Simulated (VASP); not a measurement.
A run of VASP 6.6.1 is set up as follows.

Contents of INCAR:

```
ALGO = Normal
EDIFF = 1E-7
EDIFFG = -0.01
ENCUT = 600
GGA = PE
IBRION = 2
ISIF = 3
ISMEAR = 0
LASPH = T
LCHARG = F
LREAL = F
LWAVE = F
NELM = 80
NSW = 100
PREC = Accurate
SIGMA = 0.1
```

File KPOINTS:

```
k-points
0
Gamma
  18 18 18
```

The input POSCAR:

```
WC
1.0
    2.9427044769      0.0000000000      0.0000000000
    0.0000000000      2.9427044769      0.0000000000
    0.0000000000      0.0000000000      3.0138681257
W C
1 1
Direct
    0.0000000000      0.0000000000      0.0000000000
    0.5000000000      0.5000000000      0.0000000000
```

Potentials or basis: VASP PAW PBE potentials, release 64 (W_sv, C).

Command:

```sh
$ cat potpaw_PBE.64/W_sv/POTCAR potpaw_PBE.64/C/POTCAR > POTCAR
$ mpirun -np 1 vasp_std > vasp.out
```

Q: What does it give for the band gap on the k mesh?

A: Zero (band 9 reaches 9.32 eV, above the bottom of band 10 at 6.39 eV).

Q: What does it give for the relaxed cell?

A: a = 2.942 Å, b = 2.942 Å, c = 3.028 Å, α = 90.00°, β = 90.00°, γ = 90.00°.

Final structure:
```cif
data_structure
_symmetry_space_group_name_H-M 'P 1'
_symmetry_Int_Tables_number 1
_cell_length_a 2.9416
_cell_length_b 2.9416
_cell_length_c 3.0275
_cell_angle_alpha 90.000
_cell_angle_beta 90.000
_cell_angle_gamma 90.000
_cell_volume 26.20
loop_
_atom_site_label
_atom_site_type_symbol
_atom_site_fract_x
_atom_site_fract_y
_atom_site_fract_z
_atom_site_occupancy
W1 W 0.00000 0.00000 0.00000 1
C1 C 0.50000 0.50000 0.00000 1
```

Caveat: spin-orbit coupling is left out, which moves the levels of the heavy elements.
